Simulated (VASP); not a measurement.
# ZrSi4Ru (P6/mmm) in VASP: single point with PBE

Aim: the single point of ZrSi4Ru with PBE.

Everything below comes from runs of VASP 6.6.1. Logs are shortened: lines on timing, memory, paths and dates and some standing lists are left out, and cuts for length are marked.

## 1. The cell of the first run

Symmetry: P6/mmm, No. 191, hexagonal system. The conventional cell has a = 4.052 Å, b = 4.052 Å, c = 6.885 Å, α = 90.00°, β = 90.00°, γ = 120.00°. Zr (site symmetry 6/mmm) has 2 Si at 1.68 Å within 2.2 Å. Within 3.1 Å of Si (site symmetry -6m2) lie 9 Si at 2.34 to 2.88 Å and 3 Zr at 2.34 Å. Within 2.2 Å of Si (site symmetry 6mm) lie 1 Zr at 1.68 Å and 1 Ru at 1.77 Å. Within 2.3 Å of Ru (site symmetry 6/mmm) lie 2 Si at 1.77 Å.

## 2. Single point, PBE

File INCAR:

```
  ALGO = Normal
  EDIFF = 1E-6
  ENCUT = 520
  GGA = PE
  ISIF = 2
  ISMEAR = 0
  LASPH = True
  LCHARG = False
  LREAL = False
  LWAVE = False
  NBANDS = 30
  NELM = 80
  PREC = Accurate
  SIGMA = 0.1
```

File KPOINTS:

```
k-points
0
Gamma
  6 6 4
```

File POSCAR:

```
ZrSi4Ru
1.0
    4.0521457400      0.0000000000      0.0000000000
   -2.0260728700      3.5092611500      0.0000000000
    0.0000000000      0.0000000000      6.8853884300
Zr Si Ru
1 4 1
Direct
    0.0000000000      0.0000000000      0.5000000000
    0.3333333300      0.6666666700      0.5000000000
    0.6666666700      0.3333333300      0.5000000000
    0.0000000000      0.0000000000      0.2563467600
    0.0000000000      0.0000000000      0.7436532400
    0.0000000000      0.0000000000      0.0000000000
```

Potentials or basis: VASP PAW PBE potentials, release 64 (Zr_sv, Si, Ru_pv).

On the command line:

```
> cat potpaw_PBE.64/Zr_sv/POTCAR potpaw_PBE.64/Si/POTCAR potpaw_PBE.64/Ru_pv/POTCAR > POTCAR
> mpirun -np 1 vasp_std > vasp.out
```

OUTCAR:

```text
EDIFF = 1E-6
   ENCUT = 520
   GGA = PE
   ISIF = 2
   ISMEAR = 0
   LASPH = True
   LREAL = False
   NELM = 80
   PREC = Accurate

 ion  position               nearest neighbor table
   1  0.000  0.000  0.500-   4 1.68   5 1.68   2 2.34   3 2.34   2 2.34   3 2.34   3 2.34   2 2.34
                             6 3.44   6 3.44
   2  0.333  0.667  0.500-   3 2.34   1 2.34   3 2.34   1 2.34   1 2.34   3 2.34   4 2.88   5 2.88
                             5 2.88   4 2.88   5 2.88   4 2.88
   3  0.667  0.333  0.500-   2 2.34   1 2.34   2 2.34   1 2.34   1 2.34   2 2.34   4 2.88   5 2.88
                             4 2.88   5 2.88   4 2.88   5 2.88
   4  0.000  0.000  0.256-   1 1.68   6 1.77   3 2.88   2 2.88   2 2.88   3 2.88   3 2.88   2 2.88

   5  0.000  0.000  0.744-   1 1.68   6 1.77   3 2.88   2 2.88   2 2.88   3 2.88   3 2.88   2 2.88

   6  0.000  0.000  0.000-   4 1.77   5 1.77   1 3.44   1 3.44

 -----------------------------------------------------------------------------
|                                                                             |
|           W    W    AA    RRRRR   N    N  II  N    N   GGGG   !!!           |
|           W    W   A  A   R    R  NN   N  II  NN   N  G    G  !!!           |
|           W    W  A    A  R    R  N N  N  II  N N  N  G       !!!           |
|           W WW W  AAAAAA  RRRRR   N  N N  II  N  N N  G  GGG   !            |
|           WW  WW  A    A  R   R   N   NN  II  N   NN  G    G                |
|           W    W  A    A  R    R  N    N  II  N    N   GGGG   !!!           |
|                                                                             |
|     The distance between some ions is very small. Please check the          |
|     nearest-neighbor list in the OUTCAR file.                               |
|     I HOPE YOU KNOW WHAT YOU ARE DOING!                                     |
|                                                                             |
 -----------------------------------------------------------------------------

  LATTYP: Found a hexagonal cell.
 ALAT       =     4.0521457400
 C/A-ratio  =     1.6991956538

  Lattice vectors:

 A1 = (   4.0521457400,   0.0000000000,   0.0000000000)
 A2 = (  -2.0260728700,   3.5092611500,   0.0000000000)
 A3 = (   0.0000000000,   0.0000000000,   6.8853884300)

Analysis of symmetry for initial positions (statically):
=====================================================================
 Subroutine PRICEL returns:
 Original cell was already a primitive cell.

 Routine SETGRP: Setting up the symmetry group for a
 hexagonal supercell.

 Subroutine GETGRP returns: Found 24 space group operations
 (whereof 24 operations were pure point group operations)
 out of a pool of 24 trial point group operations.

The static configuration has the point symmetry D_6h.

Analysis of symmetry for dynamics (positions and initial velocities):
=====================================================================
 Subroutine PRICEL returns:
 Original cell was already a primitive cell.

 Routine SETGRP: Setting up the symmetry group for a
 hexagonal supercell.

 Subroutine GETGRP returns: Found 24 space group operations
 (whereof 24 operations were pure point group operations)
 out of a pool of 24 trial point group operations.

The dynamic configuration has the point symmetry D_6h.

 Subroutine INISYM returns: Found 24 space group operations
 (whereof 24 operations are pure point group operations),
 and found     1 'primitive' translations

----------------------------------------------------------------------------------------

                                     Primitive cell

  volume of cell :      97.9105

  direct lattice vectors                    reciprocal lattice vectors
     4.052145740  0.000000000  0.000000000     0.246782832  0.142480134  0.000000000
    -2.026072870  3.509261150  0.000000000     0.000000000  0.284960269  0.000000000
     0.000000000  0.000000000  6.885388430     0.000000000  0.000000000  0.145235089

  length of vectors
     4.052145740  4.052145739  6.885388430     0.284960269  0.284960269  0.145235089

  position of ions in fractional coordinates (direct lattice)
     0.000000000  0.000000000  0.500000000
     0.333333330  0.666666670  0.500000000
     0.666666670  0.333333330  0.500000000
     0.000000000  0.000000000  0.256346760
     0.000000000  0.000000000  0.743653240
     0.000000000  0.000000000  0.000000000

  ion indices of the primitive-cell ions
   primitive index   ion index
                 1           1
                 2           2
                 3           3
                 4           4
                 5           5
                 6           6

----------------------------------------------------------------------------------------

 KPOINTS: k-points

Automatic generation of k-mesh.
 Grid dimensions read from file:
 generate k-points for:    6    6    4

 Generating k-lattice:

  Cartesian coordinates                     Fractional coordinates (reciprocal lattice)
     0.041130472  0.023746689  0.000000000     0.166666667  0.000000000  0.000000000
     0.000000000  0.047493378  0.000000000     0.000000000  0.166666667  0.000000000
     0.000000000  0.000000000  0.036308772     0.000000000  0.000000000  0.250000000

  Length of vectors
     0.047493378  0.047493378  0.036308772

  Shift w.r.t. Gamma in fractional coordinates (k-lattice)
     0.000000000  0.000000000  0.000000000

 Subroutine IBZKPT returns following result:
 ===========================================

 Found     21 irreducible k-points:

 Following reciprocal coordinates:
            Coordinates               Weight
  0.000000  0.000000  0.000000      1.000000
  0.166667  0.000000  0.000000      6.000000
  0.333333  0.000000  0.000000      6.000000
  0.500000  0.000000  0.000000      3.000000
  0.166667  0.166667  0.000000      6.000000
  0.333333  0.166667  0.000000     12.000000
[... 13 lines left out ...]
  0.333333  0.166667  0.500000     12.000000
  0.333333  0.333333  0.500000      2.000000
   k-points           NKPTS =     21   k-points in BZ     NKDIM =     21   number of bands    NBANDS=     30
   number of dos      NEDOS =    301   number of ions     NIONS =      6
   total plane-waves  NPLWV =  48600
   dimension x,y,z NGX =    30 NGY =   30 NGZ =   54
   dimension x,y,z NGXF=    60 NGYF=   60 NGZF=  108
   ions per type =               1   4   1
   NGX,Y,Z   is equivalent  to a cutoff of  12.31, 12.31, 13.04 a.u.
   NGXF,Y,Z  is equivalent  to a cutoff of  24.62, 24.62, 26.08 a.u.
 SYSTEM =  unknown system
   PREC   = accura    normal or accurate (medium, high low for compatibility)
   ISTART =      0    job   : 0-new  1-cont  2-samecut
   ICHARG =      2    charge: 1-file 2-atom 10-const
   ISPIN  =      1    spin polarized calculation?
   LNONCOLLINEAR =      F non collinear calculations
   LSORBIT =      F    spin-orbit coupling
   LASPH  =      T    aspherical Exc in radial PAW
   ENCUT  =  520.0 eV  38.22 Ry    6.18 a.u.   7.53  7.53 12.80*2*pi/ulx,y,z
   NELM   =     80;   NELMIN=  2; NELMDL= -5     # of ELM steps
   EDIFF  = 0.1E-05   stopping-criterion for ELM
   LREAL  =      F    real-space projection
   EDIFFG = 0.1E-04   stopping-criterion for IOM
   NSW    =      0    number of steps for IOM
   IBRION =     -1    ionic relax: 0-MD 1-quasi-New 2-CG
   NFREE  =      0    steps in history (QN), initial steepest desc. (CG)
   ISIF   =      2    stress and relaxation
   ISYM   =      2    0-nonsym 1-usesym 2-fastsym
   POTIM  = 0.5000    time-step for ionic-motion
   TEBEG  =    0.0;   TEEND  =   0.0 temperature during run
   PSTRESS=    0.0 pullay stress
   NELECT =      42.0000    total number of electrons
   NUPDOWN=      -1.0000    fix difference up-down
   EMIN   =  10.00;   EMAX   =-10.00  energy-range for DOS
   EFERMI =   0.00;   METHOD = LEGACY
   ISMEAR =     0;   SIGMA  =   0.10  broadening in eV -4-tet -1-fermi 0-gaus
   EFERMI_NEDOS =   21; number of points for ismear=-14 and -15
   IALGO  =     38    algorithm
   IMIX   =      4    mixing-type and parameters
     AMIX     =   0.40;   BMIX     =  1.00
     AMIX_MAG =   1.60;   BMIX_MAG =  1.00
  volume/ion in A,a.u.               =      16.32       110.12
  Fermi-wavevector in a.u.,A,eV,Ry     =   1.234662  2.333173 20.740600  1.524391
  Thomas-Fermi vector in A             =   2.369343
   LORBIT       =      0    0 simple, 1 ext, 2 COOP (PROOUT), +10 PAW based schemes
   GGA     = PE    functional components
   LHFCALC =     F    Hartree Fock is set to
   AEXX    =    0.0000 exact exchange contribution
   IVDW    =     0    specifies the selected vdW correction
   LEPSILON=     F    determine dielectric tensor
   LRPA    =     F    only Hartree local field effects (RPA)
 non-spin polarized calculation
 Gauss-broadening in eV      SIGMA  =   0.10
  energy-cutoff  :      520.00
  volume of cell :       97.91
 maximum number of plane-waves:      2666
   NGX = 15   NGY = 15   NGZ = 25

 number of electron      41.9999997 magnetization

 Free energy of the ion-electron system (eV)
  ---------------------------------------------------
  ext. energy  EPLUGINS =         0.00000000
  ---------------------------------------------------
  free energy    TOTEN  =        -6.85923042 eV

  energy without entropy =       -6.83822063  energy(sigma->0) =       -6.84872552

 E-fermi :   8.4641     XC(G=0): -10.6630

 val. band max:        8.4234513222   @ k =   0.3333   0.0000   0.5000
 cond. band min:       8.4803490010   @ k =   0.1667   0.0000   0.0000
 fundamental gap:      0.0568976788
 Fermi energy:         8.4640550893

 k-point     1 :       0.0000    0.0000    0.0000
  band No.  band energies     occupation
      1     -39.3890      2.00000
      2     -34.9125      2.00000
      3     -32.8483      2.00000
      4     -32.8483      2.00000
      5     -20.4398      2.00000
      6     -17.5483      2.00000
[... 22 lines left out ...]
     29      13.9440      0.00000
     30      15.3003      0.00000
[... 629 lines left out ...]
  band No.  band energies     occupation
      1     -39.3777      2.00000
      2     -34.9091      2.00000
      3     -32.8527      2.00000
      4     -32.8527      2.00000
      5     -20.4281      2.00000
      6     -17.7277      2.00000
[... 22 lines left out ...]
     29      11.9312      0.00000
     30      13.3267      0.00000

------------------------ aborting loop because EDIFF is reached ----------------------------------------

  FORCE on cell =-STRESS in cart. coord.  units (eV):
  Direction    XX          YY          ZZ          XY          YZ          ZX
  --------------------------------------------------------------------------------------
  -------------------------------------------------------------------------------------
  Total       22.3826640     22.3826640    155.5831241      0.0000000     -0.0000000      0.0000000
  in kB      366.2631004    366.2631003   2545.9148804      0.0000000     -0.0000000      0.0000000
  external PRESSURE =    1092.8136937 kB  Pullay stress =       0.0000000 kB

 VOLUME and BASIS-vectors are now :
 -----------------------------------------------------------------------------
  energy-cutoff  :      520.00
  volume of cell :       97.91
      direct lattice vectors                 reciprocal lattice vectors
     4.052145740  0.000000000  0.000000000     0.246782832  0.142480134  0.000000000
    -2.026072870  3.509261150  0.000000000     0.000000000  0.284960269  0.000000000
     0.000000000  0.000000000  6.885388430     0.000000000  0.000000000  0.145235089

 POSITION                                       TOTAL-FORCE (eV/Angst)
 -----------------------------------------------------------------------------------
      0.00000      0.00000      3.44269         0.000000      0.000000      0.000000
     -0.00000      2.33951      3.44269        -0.000000      0.000000      0.000000
      2.02607      1.16975      3.44269        -0.000000     -0.000000     -0.000000
      0.00000      0.00000      1.76505         0.000000      0.000000    -13.909115
      0.00000      0.00000      5.12034         0.000000      0.000000     13.909115
      0.00000      0.00000      0.00000         0.000000      0.000000      0.000000
 -----------------------------------------------------------------------------------
    total drift:                                0.000000     -0.000000      0.000000

  FREE ENERGIE OF THE ION-ELECTRON SYSTEM (eV)
  ---------------------------------------------------
  free  energy   TOTEN  =        -6.8592304151 eV

  energy  without entropy=       -6.8382206266  energy(sigma->0) =       -6.84872552
```

Wall time 2.6 min (1 thread of Intel Xeon 8259CL, shared host); peak memory 0.24 GiB.

What came out:

| Property | Result |
| --- | --- |
| Free energy | -6.8592 eV |
| Pressure | 109.3 GPa |
| Largest force | 13.909 eV/Å |
| Band gap on the k mesh | zero (band 21 reaches 8.59 eV, above the bottom of band 22 at 8.37 eV) |

Forces in eV/Å, atoms in the order of the input:
```
Zr    0.000   0.000   0.000
Si    0.000   0.000   0.000
Si    0.000   0.000   0.000
Si    0.000   0.000 -13.909
Si    0.000   0.000  13.909
Ru    0.000   0.000   0.000
```

Caveat: forces of over 1 eV/Å act on the atoms, so gaps and moduli don't describe the material at rest.
